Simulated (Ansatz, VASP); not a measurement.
AlSbSe3: VASP beside Ansatz

The input INCAR:

```
PREC = Accurate ; ENCUT = 600
EDIFF = 1E-6 ; ISMEAR = 0
SIGMA = 0.1 ; LREAL = False
LASPH = True ; NELM = 60
ALGO = Normal ; ISIF = 3
LWAVE = False ; LCHARG = False
GGA = PE ; IBRION = 2
NSW = 90 ; EDIFFG = -0.04
```

The input KPOINTS:

```
Automatic mesh
0
Gamma
  3 3 4
```

File POSCAR:

```
AlSbSe3
1.0
    6.9323833783      0.0000000000      0.0000000000
   -3.4661916892      6.0036201144      0.0000000000
    0.0000000000      0.0000000000      5.9226934369
Al Sb Se
2 2 6
Direct
    0.3333333333      0.6666666667      0.7500000000
    0.6666666667      0.3333333333      0.2500000000
    0.0000000000      0.0000000000      0.5000000000
    0.0000000000      0.0000000000      0.0000000000
    0.1460000000      0.2919999999      0.2500000000
    0.8540000000      0.1460000000      0.7500000000
    0.8540000000      0.7080000001      0.7500000000
    0.1460000000      0.8540000000      0.2500000000
    0.7080000001      0.8540000000      0.2500000000
    0.2919999999      0.1460000000      0.7500000000
```

Input for Ansatz:

```yaml
crystal:
  lattice:
    - [6.9323833783, 0.0, 0.0]
    - [-3.4661916892, 6.0036201144, 0.0]
    - [0.0, 0.0, 5.9226934369]
  atoms:
    - { symbol: Al, position: [0.3333333333, 0.6666666667, 0.75] }
    - { symbol: Al, position: [0.6666666667, 0.3333333333, 0.25] }
    - { symbol: Sb, position: [0.0, 0.0, 0.5] }
    - { symbol: Sb, position: [0.0, 0.0, 0.0] }
    - { symbol: Se, position: [0.146, 0.2919999999, 0.25] }
    - { symbol: Se, position: [0.854, 0.146, 0.75] }
    - { symbol: Se, position: [0.854, 0.7080000001, 0.75] }
    - { symbol: Se, position: [0.146, 0.854, 0.25] }
    - { symbol: Se, position: [0.7080000001, 0.854, 0.25] }
    - { symbol: Se, position: [0.2919999999, 0.146, 0.75] }
basis:
  ecutwfc: 420
kpoints:
  mp_grid: { grid: [3, 3, 4] }
hamiltonian:
  xc: pbe
scf:
  occupations: { method: gaussian, width: 0.1 }
  lower_state_search: "off"
output:
  forces: true
  stress: true
  eigenvalues: true
relax:
  adjacent_minimum: "off"
  f_tol: 0.04
  max_steps: 70
  cell: { stress_tol: 0.4 }
```

Alike in both runs: task relaxation of cell and atoms; functional PBE; k mesh 3 × 3 × 4; occupations gaussian, width 0.1 eV; no spin polarisation.

|  | VASP | Ansatz |
| --- | --- | --- |
| version | VASP 6.6.1 | Ansatz 0.2.0 |
| potentials or method | VASP PAW PBE potentials, release 64 (Al, Sb, Se), cutoff 600 eV | scalar-relativistic, plane waves, PAW |
| valence electrons in the cell | 52 | 132 |

VASP gave:

```
gap on the k mesh at the Fermi level, each at its own relaxed structure (eV) : none
relaxed volume (Å³/atom)                                                     : 27.50
relaxed cell length with the largest relative difference (Å)                 : 6.819
```

**Question.** Which values does Ansatz return?

**Answer.** gap on the k mesh at the Fermi level, each at its own relaxed structure (eV): none; relaxed volume (Å³/atom): 27.45; relaxed cell length with the largest relative difference (Å): 6.803.

A gap of «none» marks a metal or a gap that the smearing closes. VASP's potentials hold 52 valence electrons a cell and Ansatz's 132, so a difference there can come from the potentials and not from the codes.

Neither program's run includes spin-orbit coupling.
